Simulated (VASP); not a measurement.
# Rb5Na2S (P6/mmm) in VASP: notebook

Runs on Rb5Na2S. Level: PBE. Tasks: single point, relaxation of cell and atoms.

Everything below comes from runs of VASP 6.6.1. Logs are shortened: lines on timing, memory, paths and dates and some standing lists are left out, and cuts for length are marked.

**1. The cell of the first run**

It takes space group P6/mmm (No. 191, hexagonal). Conventional cell: a = 6.456 Å, b = 6.456 Å, c = 11.599 Å, α = 90.00°, β = 90.00°, γ = 120.00°. Rb (site symmetry 3m) has 4 Rb at 3.73 to 3.81 Å and 1 Na at 3.90 Å and 3 S at 4.19 Å within 4.9 Å. Rb (site symmetry 6/mmm) has 6 Na at 3.73 Å within 4.9 Å. Within 4.9 Å of Na (site symmetry -6m2) lie 5 Rb at 3.73 to 3.90 Å and 3 Na at 3.73 Å. S (site symmetry 6/mmm) has 12 Rb at 4.19 Å within 5.5 Å.

The cell was built from a structure type or drawn by symmetry, and may not be a known phase.

**2. Single point, PBE**

Contents of INCAR:

```
SYSTEM = Rb5Na2S
ALGO     = Normal         ! electronic algorithm
EDIFF    = 1E-6           ! SCF threshold, eV
ENCUT    = 520            ! plane-wave cutoff, eV
GGA      = PE             ! functional
ISIF     = 2              ! what is computed and relaxed
ISMEAR   = 0              ! smearing method
LASPH    = .True.         ! aspherical terms in the spheres
LCHARG   = .False.        ! write CHGCAR
LREAL    = .False.        ! projectors in reciprocal space
LWAVE    = .False.        ! write WAVECAR
NBANDS   = 42             ! bands
NELM     = 80             ! most SCF steps
PREC     = Accurate       ! precision mode
SIGMA    = 0.1            ! smearing width, eV
```

Contents of KPOINTS:

```
k-points
0
Gamma
  3 3 2
  0 0 0
```

Contents of POSCAR:

```
Rb5Na2S
1.0
    6.4562561662      0.0000000031      0.0000000000
   -3.2281280857      5.5912818517      0.0000000000
    0.0000000000      0.0000000000     11.5988841981
Rb Na S
5 2 1
Direct
    0.3333333333      0.6666666667      0.1641523295
    0.6666666667      0.3333333333      0.1641523295
    0.6666666667      0.3333333333      0.8358476705
    0.3333333333      0.6666666667      0.8358476705
    0.0000000000      0.0000000000      0.5000000000
    0.3333333333      0.6666666667      0.5000000000
    0.6666666667      0.3333333333      0.5000000000
    0.0000000000      0.0000000000      0.0000000000
```

Potentials or basis: VASP PAW PBE potentials, release 64 (Rb_sv, Na_pv, S).

Started as:

```sh
$ cat potpaw_PBE.64/Rb_sv/POTCAR potpaw_PBE.64/Na_pv/POTCAR potpaw_PBE.64/S/POTCAR > POTCAR
$ mpirun -np 1 vasp_std > vasp.out
```

OUTCAR:

```text
SYSTEM = Rb5Na2S
   EDIFF = 1E-6
   ENCUT = 520
   GGA = PE
   ISIF = 2
   ISMEAR = 0
   LASPH = .True.
   LREAL = .False.
   NELM = 80
   PREC = Accurate

 ion  position               nearest neighbor table
   1  0.333  0.667  0.164-   2 3.73   2 3.73   2 3.73   4 3.81   6 3.90   8 4.19   8 4.19   8 4.19
                             3 5.33   3 5.33   3 5.33   5 5.39   5 5.39   5 5.39
   2  0.667  0.333  0.164-   1 3.73   1 3.73   1 3.73   3 3.81   7 3.90   8 4.19   8 4.19   8 4.19
                             4 5.33   4 5.33   4 5.33   5 5.39   5 5.39   5 5.39
   3  0.667  0.333  0.836-   4 3.73   4 3.73   4 3.73   2 3.81   7 3.90   8 4.19   8 4.19   8 4.19
                             1 5.33   1 5.33   1 5.33   5 5.39   5 5.39   5 5.39
   4  0.333  0.667  0.836-   3 3.73   3 3.73   3 3.73   1 3.81   6 3.90   8 4.19   8 4.19   8 4.19
                             2 5.33   2 5.33   2 5.33   5 5.39   5 5.39   5 5.39
   5  0.000  0.000  0.500-   6 3.73   7 3.73   6 3.73   7 3.73   7 3.73   6 3.73   1 5.39   2 5.39
                             3 5.39   4 5.39   2 5.39   3 5.39   4 5.39   1 5.39   2 5.39   1 5.39
   6  0.333  0.667  0.500-   5 3.73   5 3.73   5 3.73   1 3.90   4 3.90
   7  0.667  0.333  0.500-   5 3.73   5 3.73   5 3.73   2 3.90   3 3.90
   8  0.000  0.000  0.000-   1 4.19   2 4.19   3 4.19   4 4.19   1 4.19   4 4.19   2 4.19   3 4.19
                             2 4.19   3 4.19   1 4.19   4 4.19

  LATTYP: Found a hexagonal cell.
 ALAT       =     6.4562561662
 C/A-ratio  =     1.7965340748

  Lattice vectors:

 A1 = (   6.4562561662,   0.0000000031,   0.0000000000)
 A2 = (  -3.2281280857,   5.5912818517,   0.0000000000)
 A3 = (   0.0000000000,   0.0000000000,  11.5988841981)

Analysis of symmetry for initial positions (statically):
=====================================================================
 Subroutine PRICEL returns:
 Original cell was already a primitive cell.

 Routine SETGRP: Setting up the symmetry group for a
 hexagonal supercell.

 Subroutine GETGRP returns: Found 24 space group operations
 (whereof 24 operations were pure point group operations)
 out of a pool of 24 trial point group operations.

The static configuration has the point symmetry D_6h.

Analysis of symmetry for dynamics (positions and initial velocities):
=====================================================================
 Subroutine PRICEL returns:
 Original cell was already a primitive cell.

 Routine SETGRP: Setting up the symmetry group for a
 hexagonal supercell.

 Subroutine GETGRP returns: Found 24 space group operations
 (whereof 24 operations were pure point group operations)
 out of a pool of 24 trial point group operations.

The dynamic configuration has the point symmetry D_6h.

 Subroutine INISYM returns: Found 24 space group operations
 (whereof 24 operations are pure point group operations),
 and found     1 'primitive' translations

----------------------------------------------------------------------------------------

                                     Primitive cell

  volume of cell :     418.7052

  direct lattice vectors                    reciprocal lattice vectors
     6.456256166  0.000000003  0.000000000     0.154888526  0.089424932  0.000000000
    -3.228128086  5.591281852  0.000000000    -0.000000000  0.178849864  0.000000000
     0.000000000  0.000000000 11.598884198     0.000000000  0.000000000  0.086215190

  length of vectors
     6.456256166  6.456256166 11.598884198     0.178849864  0.178849864  0.086215190

  position of ions in fractional coordinates (direct lattice)
     0.333333333  0.666666667  0.164152329
     0.666666667  0.333333333  0.164152329
     0.666666667  0.333333333  0.835847671
     0.333333333  0.666666667  0.835847671
     0.000000000  0.000000000  0.500000000
     0.333333333  0.666666667  0.500000000
     0.666666667  0.333333333  0.500000000
     0.000000000  0.000000000  0.000000000

  ion indices of the primitive-cell ions
   primitive index   ion index
                 1           1
                 2           2
[... 48 lines left out ...]
  Thomas-Fermi vector in A             =   2.000133
   LORBIT       =      0    0 simple, 1 ext, 2 COOP (PROOUT), +10 PAW based schemes
   GGA     = PE    functional components
   LHFCALC =     F    Hartree Fock is set to
   AEXX    =    0.0000 exact exchange contribution
   IVDW    =     0    specifies the selected vdW correction
   LEPSILON=     F    determine dielectric tensor
   LRPA    =     F    only Hartree local field effects (RPA)
 non-spin polarized calculation
 Gauss-broadening in eV      SIGMA  =   0.10
  energy-cutoff  :      520.00
  volume of cell :      418.71
 maximum number of plane-waves:     11322
   NGX = 25   NGY = 25   NGZ = 43

 number of electron      64.9999998 magnetization

 Free energy of the ion-electron system (eV)
  ---------------------------------------------------
  ext. energy  EPLUGINS =         0.00000000
  ---------------------------------------------------
  free energy    TOTEN  =       -11.79706408 eV

  energy without entropy =      -11.74227087  energy(sigma->0) =      -11.76966747

 E-fermi :   0.7811     XC(G=0):  -6.4579

 val. band max:        0.7587416675   @ k =   0.3333   0.0000   0.5000
 cond. band min:       0.7979865148   @ k =   0.3333   0.3333   0.5000
 fundamental gap:      0.0392448473
 Fermi energy:         0.7811137670

 k-point     1 :       0.0000    0.0000    0.0000
  band No.  band energies     occupation
      1     -28.5285      2.00000
      2     -28.5047      2.00000
      3     -28.4422      2.00000
      4     -28.4198      2.00000
      5     -27.5324      2.00000
      6     -23.9966      2.00000
[... 34 lines left out ...]
     41       3.2653      0.00000
     42       3.2656      0.00000

 k-point     2 :       0.3333    0.0000    0.0000
  band No.  band energies     occupation
      1     -28.5104      2.00000
      2     -28.4869      2.00000
      3     -28.4606      2.00000
      4     -28.4379      2.00000
      5     -27.5324      2.00000
      6     -23.9975      2.00000
[... 169 lines left out ...]
     41       3.2331      0.00000
     42       3.5214      0.00000

 k-point     6 :       0.3333    0.3333    0.5000
  band No.  band energies     occupation
      1     -28.4856      2.00000
      2     -28.4856      2.00000
      3     -28.4625      2.00000
      4     -28.4625      2.00000
      5     -27.5324      2.00000
      6     -23.9979      2.00000
[... 34 lines left out ...]
     41       3.0529      0.00000
     42       3.3268      0.00000

------------------------ aborting loop because EDIFF is reached ----------------------------------------

  FORCE on cell =-STRESS in cart. coord.  units (eV):
  Direction    XX          YY          ZZ          XY          YZ          ZX
  --------------------------------------------------------------------------------------
  -------------------------------------------------------------------------------------
  Total        0.1710648      0.1710648      0.5134015      0.0000000      0.0000000      0.0000000
  in kB        0.6545803      0.6545803      1.9645330      0.0000000      0.0000000      0.0000000
  external PRESSURE =       1.0912312 kB  Pullay stress =       0.0000000 kB

 VOLUME and BASIS-vectors are now :
 -----------------------------------------------------------------------------
  energy-cutoff  :      520.00
  volume of cell :      418.71
      direct lattice vectors                 reciprocal lattice vectors
     6.456256166  0.000000003  0.000000000     0.154888526  0.089424932  0.000000000
    -3.228128086  5.591281852  0.000000000    -0.000000000  0.178849864  0.000000000
     0.000000000  0.000000000 11.598884198     0.000000000  0.000000000  0.086215190

 POSITION                                       TOTAL-FORCE (eV/Angst)
 -----------------------------------------------------------------------------------
     -0.00000      3.72752      1.90398        -0.000000      0.000000      0.026368
      3.22813      1.86376      1.90398         0.000000     -0.000000      0.026368
      3.22813      1.86376      9.69490         0.000000     -0.000000     -0.026368
     -0.00000      3.72752      9.69490        -0.000000      0.000000     -0.026368
      0.00000      0.00000      5.79944        -0.000000      0.000000      0.000000
     -0.00000      3.72752      5.79944        -0.000000     -0.000000      0.000000
      3.22813      1.86376      5.79944         0.000000      0.000000      0.000000
      0.00000      0.00000      0.00000        -0.000000      0.000000      0.000000
 -----------------------------------------------------------------------------------
    total drift:                               -0.000000      0.000000     -0.000000

  FREE ENERGIE OF THE ION-ELECTRON SYSTEM (eV)
  ---------------------------------------------------
  free  energy   TOTEN  =       -11.7970640753 eV

  energy  without entropy=      -11.7422708721  energy(sigma->0) =      -11.76966747
```

Run time: 2 min. Hardware: 1 thread of Intel Xeon Platinum 8559C (Emerald Rapids), shared host; peak memory 0.5 GiB.

What came out:

- Free energy: -11.7971 eV
- Pressure: 0.1 GPa
- Largest force: 0.026 eV/Å
- Band gap on the k mesh: zero (an odd number of electrons rules out a gap without spin polarisation)

Forces on the atoms (eV/Å):
```
Rb   0.000  0.000  0.026
Rb   0.000  0.000  0.026
Rb   0.000  0.000 -0.026
Rb   0.000  0.000 -0.026
Rb   0.000  0.000  0.000
Na   0.000  0.000  0.000
Na   0.000  0.000  0.000
S    0.000  0.000  0.000
```

Levels at points of the mesh, in eV from the Fermi level:
```tsv
k point	band 29	band 30	band 31	band 32	band 33	band 34	band 35	band 36
(0.00, 0.00, 0.00)	-1.88	-1.76	-1.76	-0.28	-0.16	1.29	1.29	1.92
(0.00, 0.00, 0.50)	-1.76	-1.76	-1.59	-1.16	1.12	1.24	1.38	1.38
```

Caveat: the k points lie up to 0.37 Å⁻¹ apart, too coarse for converged energies and pressures of a metal.

**3. Single point, PBE**

This run uses another cell than the first one, of 42.49 Å³/atom.

Contents of INCAR:

```
PREC = Accurate
ENCUT = 520
EDIFF = 1E-6
ISMEAR = 0
SIGMA = 0.1
LREAL = False
LASPH = True
NELM = 80
ALGO = Normal
ISIF = 2
LWAVE = False
LCHARG = True
GGA = PE
LELF = True
LVHAR = True
NBANDS = 42
```

Contents of KPOINTS:

```
regular mesh
0
Gamma
  3 3 2
```

Contents of POSCAR:

```
Rb5Na2S
1.0
    6.0784024900      0.0000000000      0.0000000000
   -3.0392012500      5.2640509700      0.0000000000
    0.0000000000      0.0000000000     10.6247174400
Rb Na S
5 2 1
Direct
    0.3333333300      0.6666666700      0.1830378000
    0.6666666700      0.3333333300      0.1830378000
    0.6666666700      0.3333333300      0.8169622000
    0.3333333300      0.6666666700      0.8169622000
    0.0000000000      0.0000000000      0.5000000000
    0.3333333300      0.6666666700      0.5000000000
    0.6666666700      0.3333333300      0.5000000000
    0.0000000000      0.0000000000      0.0000000000
```

Potentials or basis: VASP PAW PBE potentials, release 64 (Rb_sv, Na_pv, S).

Started as:

```sh
$ cat potpaw_PBE.64/Rb_sv/POTCAR potpaw_PBE.64/Na_pv/POTCAR potpaw_PBE.64/S/POTCAR > POTCAR
$ mpirun -np 1 vasp_std > vasp.out
```

It took 91 s on 1 thread of Intel Xeon Platinum 8559C (Emerald Rapids), shared host; peak memory 0.46 GiB.

Results (log left out):

```yaml
Free_energy: -11.1780 eV
Pressure: 2.0 GPa
Largest_force: 0.449 eV/Å
Band_gap_on_the_k_mesh: zero (an odd number of electrons rules out a gap without spin polarisation)
```

Forces on the atoms (eV/Å):
```
Rb   0.000  0.000 -0.449
Rb   0.000  0.000 -0.449
Rb   0.000  0.000  0.449
Rb   0.000  0.000  0.449
Rb   0.000  0.000  0.000
Na   0.000  0.000  0.000
Na   0.000  0.000  0.000
S    0.000  0.000  0.000
```

Stress tensor (GPa, compression positive):
```
2.01 0.00 0.00
0.00 2.01 0.00
0.00 0.00 2.13
```

Levels at points of the mesh, in eV from the Fermi level:
```
           k point  band 29  band 30  band 31  band 32  band 33  band 34  band 35  band 36
(0.00, 0.00, 0.00)    -2.29    -2.06    -2.06    -0.01     0.04     1.06     1.06     1.68
(0.00, 0.00, 0.50)    -2.06    -2.06    -1.84    -1.13     1.21     1.21     1.51     1.58
```

Caveat: the k points lie up to 0.40 Å⁻¹ apart, too coarse for converged energies and pressures of a metal.

**4. Relaxation of cell and atoms, PBE**

This run uses another cell than the first one, of 42.49 Å³/atom.

Contents of INCAR:

```
SYSTEM = Rb5Na2S
PREC     = Accurate       ! precision mode
ENCUT    = 600            ! plane-wave cutoff, eV
EDIFF    = 1E-6           ! SCF threshold, eV
ISMEAR   = 0              ! smearing method
SIGMA    = 0.1            ! smearing width, eV
LREAL    = .FALSE.        ! projectors in reciprocal space
LASPH    = .TRUE.         ! aspherical terms in the spheres
NELM     = 80             ! most SCF steps
ALGO     = Normal         ! electronic algorithm
ISIF     = 3              ! what is computed and relaxed
LWAVE    = .FALSE.        ! write WAVECAR
LCHARG   = .FALSE.        ! write CHGCAR
GGA      = PE             ! functional
IBRION   = 2              ! ionic algorithm
NSW      = 90             ! ionic steps
EDIFFG   = -0.04          ! ionic threshold
```

Contents of KPOINTS:

```
Automatic mesh
0
G
  3 3 2
  0 0 0
```

POSCAR is that of step 3.

Started as:

```sh
$ cat potpaw_PBE.64/Rb_sv/POTCAR potpaw_PBE.64/Na_pv/POTCAR potpaw_PBE.64/S/POTCAR > POTCAR
$ mpirun -np 1 vasp_std > vasp.out
```

Run time: 12 min. Hardware: 1 thread of Intel Xeon Platinum 8559C (Emerald Rapids), shared host; peak memory 0.59 GiB.

Results (log left out):

| Item | Value |
| --- | --- |
| Free energy | -11.7977 eV |
| Relaxed volume | 53.06 Å³/atom |
| Relaxed cell | a = 6.448 Å, b = 6.448 Å, c = 11.789 Å, α = 90.00°, β = 90.00°, γ = 120.00° |
| Space group after relaxing (to 0.1 Å) | P6/mmm (No. 191) |
| Energy gained by relaxing | 77.4 meV/atom |
| Ionic steps | 9 |
| Pressure after relaxing | 0.0 GPa |
| Largest force after relaxing | 0.026 eV/Å |
| Band gap on the k mesh | zero (an odd number of electrons rules out a gap without spin polarisation) |

Forces in eV/Å, atoms in the order of the input:
```
Rb   0.000  0.000 -0.026
Rb   0.000  0.000 -0.026
Rb   0.000  0.000  0.026
Rb   0.000  0.000  0.026
Rb   0.000  0.000  0.000
Na   0.000  0.000  0.000
Na   0.000  0.000  0.000
S    0.000  0.000  0.000
```

Stress tensor (GPa, compression positive):
```
 0.08  0.00  0.00
 0.00  0.08  0.00
 0.00  0.00 -0.06
```

Step by step:
```
step  energy change (eV)  largest force (eV/Å)  pressure (GPa)  volume (Å³)
   1              0.0000                0.4490            2.05       339.96
   2             -0.3076                0.3529            1.18       367.45
   3             -0.5486                0.2256            0.14       419.38
   4             -0.5606                0.1987           -0.05       433.11
   5             -0.5610                0.1939           -0.08       435.79
   6             -0.5737                0.1753           -0.07       434.47
   7             -0.6027                0.1169           -0.03       430.48
   8             -0.6176                0.0048            0.06       422.41
   9             -0.6194                0.0258            0.04       424.45
```

Final structure:
```
Rb Na S
1.0
     6.44781    0.00000    0.00000
    -3.22391    5.58397    0.00000
     0.00000    0.00000   11.78876
Rb Na S
5 2 1
Direct
  0.33333 0.66667 0.16597
  0.66667 0.33333 0.16597
  0.66667 0.33333 0.83403
  0.33333 0.66667 0.83403
  0.00000 0.00000 0.50000
  0.33333 0.66667 0.50000
  0.66667 0.33333 0.50000
  0.00000 0.00000 0.00000
```

Levels at points of the mesh, in eV from the Fermi level:
```
           k point  band 29  band 30  band 31  band 32  band 33  band 34  band 35  band 36
(0.00, 0.00, 0.00)    -1.84    -1.70    -1.70    -0.29    -0.18     1.32     1.32     1.87
(0.00, 0.00, 0.50)    -1.70    -1.70    -1.57    -1.14     1.08     1.19     1.40     1.40
```

Caveat: the k points lie up to 0.38 Å⁻¹ apart in the final cell, too coarse for converged energies and pressures of a metal; the volume moved by over 15 % at a fixed basis, so the end points are rough.

**5. Single point, PBE**

This run uses another cell than the first one, of 53.34 Å³/atom.

Contents of INCAR:

```
PREC = Accurate
ENCUT = 520
EDIFF = 1E-6
ISMEAR = 0
SIGMA = 0.1
LREAL = False
LASPH = True
NELM = 80
ALGO = Normal
ISIF = 2
LWAVE = False
LCHARG = True
GGA = PE
LELF = True
LVHAR = True
NBANDS = 42
```

Contents of KPOINTS:

```
regular mesh
0
Gamma
  6 6 4
```

Contents of POSCAR:

```
Rb5Na2S
1.0
    6.4317917436      0.0000000000      0.0000000000
   -3.2158958718      5.5700950418      0.0000000000
    0.0000000000      0.0000000000     11.9113751312
Rb Na S
5 2 1
Direct
    0.3333333333      0.6666666667      0.1627833162
    0.6666666667      0.3333333333      0.1627833162
    0.6666666667      0.3333333333      0.8372166838
    0.3333333333      0.6666666667      0.8372166838
    0.0000000000      0.0000000000      0.5000000000
    0.3333333333      0.6666666667      0.5000000000
    0.6666666667      0.3333333333      0.5000000000
    0.0000000000      0.0000000000      0.0000000000
```

Started as:

```sh
$ cat potpaw_PBE.64/Rb_sv/POTCAR potpaw_PBE.64/Na_pv/POTCAR potpaw_PBE.64/S/POTCAR > POTCAR
$ mpirun -np 1 vasp_std > vasp.out
```

It took 5.7 min on 1 thread of Intel Xeon Platinum 8559C (Emerald Rapids), shared host; peak memory 0.65 GiB.

The run converged. Its results:

* Free energy: -11.8713 eV
* Pressure: 0.0 GPa
* Band gap on the k mesh: zero (an odd number of electrons rules out a gap without spin polarisation)

Levels at points of the mesh, in eV from the Fermi level:
```tsv
k point	band 28	band 29	band 30	band 31	band 32	band 33	band 34	band 35	band 36	band 37
(0.00, 0.00, 0.00)	-2.42	-1.99	-1.84	-1.84	-0.47	-0.37	1.14	1.14	1.74	2.03
(0.50, 0.00, 0.00)	-2.24	-1.88	-1.70	-1.08	-1.02	0.03	0.72	0.80	1.09	1.21
(0.00, 0.00, 0.50)	-2.45	-1.84	-1.84	-1.74	-1.29	0.88	1.00	1.22	1.22	1.80
(0.50, 0.00, 0.50)	-2.23	-1.88	-1.72	-1.12	-0.92	0.05	0.37	1.03	1.17	1.31
```

**6. The runs side by side**

| task | cell | k mesh | cutoff (eV) | gap on the mesh (eV) | pressure (GPa) | largest force (eV/Å) |
| --- | --- | --- | --- | --- | --- | --- |
| single point | a = 6.456, b = 6.456, c = 11.599 Å, angles 90.0, 90.0, 120.0°, 8 atoms, atomic positions A | 3 × 3 × 2 | 520 | none | 0.1 | 0.03 |
| single point | a = 6.078, b = 6.078, c = 10.625 Å, angles 90.0, 90.0, 120.0°, 8 atoms, atomic positions B | 3 × 3 × 2 | 520 | none | 2.0 | 0.45 |
| relaxation of cell and atoms | relaxed from a = 6.078, b = 6.078, c = 10.625 Å, angles 90.0, 90.0, 120.0°, 8 atoms, atomic positions B | 3 × 3 × 2 | 600 | none | 0.0 | 0.03 |
| single point | a = 6.432, b = 6.432, c = 11.911 Å, angles 90.0, 90.0, 120.0°, 8 atoms, atomic positions C | 6 × 6 × 4 | 520 | none | 0.0 | - |

Alike in all rows: level PBE; potentials or basis VASP PAW PBE potentials, release 64 (Rb_sv, Na_pv, S); no spin polarisation; smearing gaussian 0.1 eV.

Caveats: some runs use coarse meshes; the volume moved by over 15 % at a fixed basis, so the end points are rough (at least some runs).

Absolute energies hang on the potentials; compare differences alone.
